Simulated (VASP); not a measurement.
# MgO (Fm-3m) in VASP: single point with PBE

Aim: the single point of MgO with PBE.

Program: VASP 6.6.1. These are calculated values, not measurements. Logs are shortened: lines on timing, memory, paths and dates and some standing lists are left out, and cuts for length are marked.

## Step 1: The cell of the first run

It takes space group Fm-3m (No. 225, cubic). Conventional cell: a = 4.213 Å, b = 4.213 Å, c = 4.213 Å, α = 90.00°, β = 90.00°, γ = 90.00°. Within 2.8 Å of Mg (site symmetry m-3m) lie 6 O at 2.11 Å. O (site symmetry m-3m) has 6 Mg at 2.11 Å within 2.8 Å.

## Step 2: Single point, PBE

File INCAR:

```
SYSTEM = MgO
PREC = Accurate ; ENCUT = 840
EDIFF = 1E-6 ; ISMEAR = -1
SIGMA = 0.01 ; LREAL = .FALSE.
LASPH = .TRUE. ; NELM = 120
ALGO = Normal ; ISIF = 2
LWAVE = .FALSE. ; LCHARG = .FALSE.
GGA = PE ; NBANDS = 15
GGA_COMPAT = .FALSE.
```

File KPOINTS:

```
Automatic mesh
0
G
  10 10 10
  0 0 0
```

File POSCAR:

```
MgO
1.0
    0.0000000000      2.1066500000      2.1066500000
    2.1066500000      0.0000000000      2.1066500000
    2.1066500000      2.1066500000      0.0000000000
Mg O
1 1
Direct
    0.0000000000      0.0000000000      0.0000000000
    0.5000000000      0.5000000000      0.5000000000
```

Potentials or basis: VASP PAW PBE potentials, release 64 (Mg_sv, O).

Run with:

```
cat potpaw_PBE.64/Mg_sv/POTCAR potpaw_PBE.64/O/POTCAR > POTCAR
mpirun -np 1 vasp_std > vasp.out
```

OUTCAR:

```text
SYSTEM = MgO
   PREC = Accurate
   ENCUT = 840
   EDIFF = 1E-6
   ISMEAR = -1
   LREAL = .FALSE.
   LASPH = .TRUE.
   NELM = 120
   ISIF = 2
   GGA = PE

 ion  position               nearest neighbor table
   1  0.000  0.000  0.000-   2 2.11   2 2.11   2 2.11   2 2.11   2 2.11   2 2.11
   2  0.500  0.500  0.500-   1 2.11   1 2.11   1 2.11   1 2.11   1 2.11   1 2.11

  LATTYP: Found a face centered cubic cell.
 ALAT       =     4.2133000000

  Lattice vectors:

 A1 = (   0.0000000000,   2.1066500000,   2.1066500000)
 A2 = (   2.1066500000,   0.0000000000,   2.1066500000)
 A3 = (   2.1066500000,   2.1066500000,   0.0000000000)

Analysis of symmetry for initial positions (statically):
=====================================================================
 Subroutine PRICEL returns:
 Original cell was already a primitive cell.

 Routine SETGRP: Setting up the symmetry group for a
 face centered cubic supercell.

 Subroutine GETGRP returns: Found 48 space group operations
 (whereof 48 operations were pure point group operations)
 out of a pool of 48 trial point group operations.

The static configuration has the point symmetry O_h .

Analysis of symmetry for dynamics (positions and initial velocities):
=====================================================================
 Subroutine PRICEL returns:
 Original cell was already a primitive cell.

 Routine SETGRP: Setting up the symmetry group for a
 face centered cubic supercell.

 Subroutine GETGRP returns: Found 48 space group operations
 (whereof 48 operations were pure point group operations)
 out of a pool of 48 trial point group operations.

The dynamic configuration has the point symmetry O_h .

 Subroutine INISYM returns: Found 48 space group operations
 (whereof 48 operations are pure point group operations),
 and found     1 'primitive' translations

----------------------------------------------------------------------------------------

                                     Primitive cell

  volume of cell :      18.6985

  direct lattice vectors                    reciprocal lattice vectors
     0.000000000  2.106650000  2.106650000    -0.237343650  0.237343650  0.237343650
     2.106650000  0.000000000  2.106650000     0.237343650 -0.237343650  0.237343650
     2.106650000  2.106650000  0.000000000     0.237343650  0.237343650 -0.237343650

  length of vectors
     2.979253001  2.979253001  2.979253001     0.411091260  0.411091260  0.411091260

  position of ions in fractional coordinates (direct lattice)
     0.000000000  0.000000000  0.000000000
     0.500000000  0.500000000  0.500000000

  ion indices of the primitive-cell ions
   primitive index   ion index
                 1           1
                 2           2

----------------------------------------------------------------------------------------

 KPOINTS: Automatic mesh

Automatic generation of k-mesh.
 Grid dimensions read from file:
 generate k-points for:   10   10   10

 Generating k-lattice:

  Cartesian coordinates                     Fractional coordinates (reciprocal lattice)
    -0.023734365  0.023734365  0.023734365     0.100000000  0.000000000  0.000000000
     0.023734365 -0.023734365  0.023734365     0.000000000  0.100000000  0.000000000
     0.023734365  0.023734365 -0.023734365     0.000000000  0.000000000  0.100000000

  Length of vectors
     0.041109126  0.041109126  0.041109126

  Shift w.r.t. Gamma in fractional coordinates (k-lattice)
     0.000000000  0.000000000  0.000000000

 Subroutine IBZKPT returns following result:
 ===========================================

 Found     47 irreducible k-points:

 Following reciprocal coordinates:
            Coordinates               Weight
  0.000000  0.000000  0.000000      1.000000
  0.100000  0.000000  0.000000      8.000000
  0.200000  0.000000  0.000000      8.000000
  0.300000  0.000000  0.000000      8.000000
  0.400000  0.000000  0.000000      8.000000
  0.500000  0.000000  0.000000      4.000000
[... 16 lines left out ...]
  0.300000  0.300000  0.000000      6.000000
  0.400000  0.300000  0.000000     24.000000
 [... further k-points ...]
   k-points           NKPTS =     47   k-points in BZ     NKDIM =     47   number of bands    NBANDS=     15
   number of dos      NEDOS =    301   number of ions     NIONS =      2
   total plane-waves  NPLWV =  21952
   dimension x,y,z NGX =    28 NGY =   28 NGZ =   28
   dimension x,y,z NGXF=    56 NGYF=   56 NGZF=   56
   ions per type =               1   1
   NGX,Y,Z   is equivalent  to a cutoff of  15.62, 15.62, 15.62 a.u.
   NGXF,Y,Z  is equivalent  to a cutoff of  31.25, 31.25, 31.25 a.u.
 SYSTEM =  MgO
   PREC   = accura    normal or accurate (medium, high low for compatibility)
   ISTART =      0    job   : 0-new  1-cont  2-samecut
   ICHARG =      2    charge: 1-file 2-atom 10-const
   ISPIN  =      1    spin polarized calculation?
   LNONCOLLINEAR =      F non collinear calculations
   LSORBIT =      F    spin-orbit coupling
   LASPH  =      T    aspherical Exc in radial PAW
   ENCUT  =  840.0 eV  61.74 Ry    7.86 a.u.   7.04  7.04  7.04*2*pi/ulx,y,z
   NELM   =    120;   NELMIN=  2; NELMDL= -5     # of ELM steps
   EDIFF  = 0.1E-05   stopping-criterion for ELM
   LREAL  =      F    real-space projection
   EDIFFG = 0.1E-04   stopping-criterion for IOM
   NSW    =      0    number of steps for IOM
   IBRION =     -1    ionic relax: 0-MD 1-quasi-New 2-CG
   NFREE  =      0    steps in history (QN), initial steepest desc. (CG)
   ISIF   =      2    stress and relaxation
   ISYM   =      2    0-nonsym 1-usesym 2-fastsym
   POTIM  = 0.5000    time-step for ionic-motion
   TEBEG  =    0.0;   TEEND  =   0.0 temperature during run
   PSTRESS=    0.0 pullay stress
   NELECT =      16.0000    total number of electrons
   NUPDOWN=      -1.0000    fix difference up-down
   EMIN   =  10.00;   EMAX   =-10.00  energy-range for DOS
   EFERMI =   0.00;   METHOD = LEGACY
   ISMEAR =    -1;   SIGMA  =   0.01  broadening in eV -4-tet -1-fermi 0-gaus
   EFERMI_NEDOS =   21; number of points for ismear=-14 and -15
   IALGO  =     38    algorithm
   IMIX   =      4    mixing-type and parameters
     AMIX     =   0.40;   BMIX     =  1.00
     AMIX_MAG =   1.60;   BMIX_MAG =  1.00
  volume/ion in A,a.u.               =       9.35        63.09
  Fermi-wavevector in a.u.,A,eV,Ry     =   1.554220  2.937050 32.866222  2.415599
  Thomas-Fermi vector in A             =   2.658337
   LORBIT       =      0    0 simple, 1 ext, 2 COOP (PROOUT), +10 PAW based schemes
   GGA     = PE    functional components
   LHFCALC =     F    Hartree Fock is set to
   AEXX    =    0.0000 exact exchange contribution
   IVDW    =     0    specifies the selected vdW correction
   LEPSILON=     F    determine dielectric tensor
   LRPA    =     F    only Hartree local field effects (RPA)
 non-spin polarized calculation
  energy-cutoff  :      840.00
  volume of cell :       18.70
 maximum number of plane-waves:      1056
   NGX = 15   NGY = 15   NGZ = 15

 number of electron      15.9999995 magnetization

 Free energy of the ion-electron system (eV)
  ---------------------------------------------------
  ext. energy  EPLUGINS =         0.00000000
  ---------------------------------------------------
  free energy    TOTEN  =       -11.87530857 eV

  energy without entropy =      -11.87530857  energy(sigma->0) =      -11.87530857

 E-fermi :   3.4020     XC(G=0): -11.3867

 val. band max:        2.9090250732   @ k =   0.0000   0.0000   0.0000
 cond. band min:       7.6402449568   @ k =   0.0000   0.0000   0.0000
 fundamental gap:      4.7312198836
 Fermi energy:         3.4019684712

 k-point     1 :       0.0000    0.0000    0.0000
  band No.  band energies     occupation
      1     -69.3621      2.00000
      2     -36.0869      2.00000
      3     -36.0869      2.00000
      4     -36.0869      2.00000
      5     -14.3349      2.00000
      6       2.9090      2.00000
      7       2.9090      2.00000
      8       2.9090      2.00000
      9       7.6402      0.00000
     10      18.7100      0.00000
     11      18.7100      0.00000
     12      18.7100      0.00000
     13      22.6207      0.00000
     14      24.4007      0.00000
     15      24.4007      0.00000

 k-point     2 :       0.1000    0.0000    0.0000
  band No.  band energies     occupation
      1     -69.3610      2.00000
      2     -36.0952      2.00000
      3     -36.0877      2.00000
      4     -36.0877      2.00000
      5     -14.2264      2.00000
      6       2.2591      2.00000
      7       2.8415      2.00000
      8       2.8415      2.00000
      9       8.2680      0.00000
     10      17.4608      0.00000
     11      18.9501      0.00000
     12      18.9501      0.00000
     13      23.6815      0.00000
     14      23.6815      0.00000
     15      24.2802      0.00000

 k-point     3 :       0.2000    0.0000    0.0000
  band No.  band energies     occupation
      1     -69.3588      2.00000
      2     -36.1170      2.00000
      3     -36.0898      2.00000
      4     -36.0898      2.00000
      5     -13.9287      2.00000
      6       0.9414      2.00000
      7       2.6702      2.00000
      8       2.6702      2.00000
      9       9.4637      0.00000
     10      15.9485      0.00000
     11      19.4357      0.00000
     12      19.4357      0.00000
     13      22.9916      0.00000
     14      22.9916      0.00000
     15      25.2070      0.00000

 k-point     4 :       0.3000    0.0000    0.0000
  band No.  band energies     occupation
      1     -69.3565      2.00000
      2     -36.1438      2.00000
      3     -36.0926      2.00000
      4     -36.0926      2.00000
      5     -13.5281      2.00000
      6      -0.3769      2.00000
      7       2.4686      2.00000
      8       2.4686      2.00000
      9      10.4009      0.00000
     10      15.2608      0.00000
     11      19.5568      0.00000
     12      19.5568      0.00000
     13      23.4299      0.00000
     14      23.4299      0.00000
     15      24.6040      0.00000
[... 307 lines left out ...]
 k-point    22 :      -0.2000    0.2000    0.0000
  band No.  band energies     occupation
      1     -69.3554      2.00000
      2     -36.1389      2.00000
      3     -36.1085      2.00000
      4     -36.0918      2.00000
      5     -13.4141      2.00000
      6      -0.1813      2.00000
      7       1.5821      2.00000
      8       2.4642      2.00000
      9      11.3555      0.00000
     10      14.8152      0.00000
     11      18.0385      0.00000
     12      20.7192      0.00000
     13      21.3854      0.00000
     14      24.2734      0.00000
     15      27.7695      0.00000

 k-point    23 :       0.3000    0.3000    0.0000
  band No.  band energies     occupation
      1     -69.3546      2.00000
      2     -36.1371      2.00000
      3     -36.1057      2.00000
      4     -36.1057      2.00000
      5     -13.3396      2.00000
      6      -0.2296      2.00000
      7       1.9784      2.00000
      8       1.9784      2.00000
      9      11.7660      0.00000
     10      13.3461      0.00000
     11      17.3557      0.00000
     12      20.8501      0.00000
     13      20.8501      0.00000
     14      27.0514      0.00000
     15      30.2958      0.00000

 k-point    24 :       0.4000    0.3000    0.0000
  band No.  band energies     occupation
      1     -69.3530      2.00000
      2     -36.1477      2.00000
      3     -36.1113      2.00000
      4     -36.1088      2.00000
      5     -13.0960      2.00000
      6      -0.6472      2.00000
      7       1.6144      2.00000
      8       1.8318      2.00000
      9      12.4889      0.00000
     10      13.0926      0.00000
     11      16.5239      0.00000
     12      21.0943      0.00000
     13      21.2994      0.00000
     14      27.7921      0.00000
     15      29.8895      0.00000

 [... further k-points ...]

------------------------ aborting loop because EDIFF is reached ----------------------------------------

  FORCE on cell =-STRESS in cart. coord.  units (eV):
  Direction    XX          YY          ZZ          XY          YZ          ZX
  --------------------------------------------------------------------------------------
  -------------------------------------------------------------------------------------
  Total        0.5404500      0.5404500      0.5404500     -0.0000000     -0.0000000      0.0000000
  in kB       46.3083124     46.3083124     46.3083124     -0.0000000     -0.0000000      0.0000000
  external PRESSURE =      46.3083124 kB  Pullay stress =       0.0000000 kB

 VOLUME and BASIS-vectors are now :
 -----------------------------------------------------------------------------
  energy-cutoff  :      840.00
  volume of cell :       18.70
      direct lattice vectors                 reciprocal lattice vectors
     0.000000000  2.106650000  2.106650000    -0.237343650  0.237343650  0.237343650
     2.106650000  0.000000000  2.106650000     0.237343650 -0.237343650  0.237343650
     2.106650000  2.106650000  0.000000000     0.237343650  0.237343650 -0.237343650

 POSITION                                       TOTAL-FORCE (eV/Angst)
 -----------------------------------------------------------------------------------
      0.00000      0.00000      0.00000         0.000000      0.000000      0.000000
      2.10665      2.10665      2.10665         0.000000     -0.000000     -0.000000
 -----------------------------------------------------------------------------------
    total drift:                                0.000000      0.000000      0.000000

  FREE ENERGIE OF THE ION-ELECTRON SYSTEM (eV)
  ---------------------------------------------------
  free  energy   TOTEN  =       -11.8753085691 eV

  energy  without entropy=      -11.8753085691  energy(sigma->0) =      -11.87530857
```

Run time: 16 s. Hardware: 1 thread of AMD EPYC 7R13 (Zen 3), shared host; peak memory 0.13 GiB.

What came out:

| Quantity | Value |
| --- | --- |
| Free energy | -11.8753 eV |
| Pressure | 4.6 GPa |
| Band gap on the k mesh | 4.73 eV |

Caveat: the cell stands under pressure. PBE gaps usually lie below the measured ones, often by a third to a half.
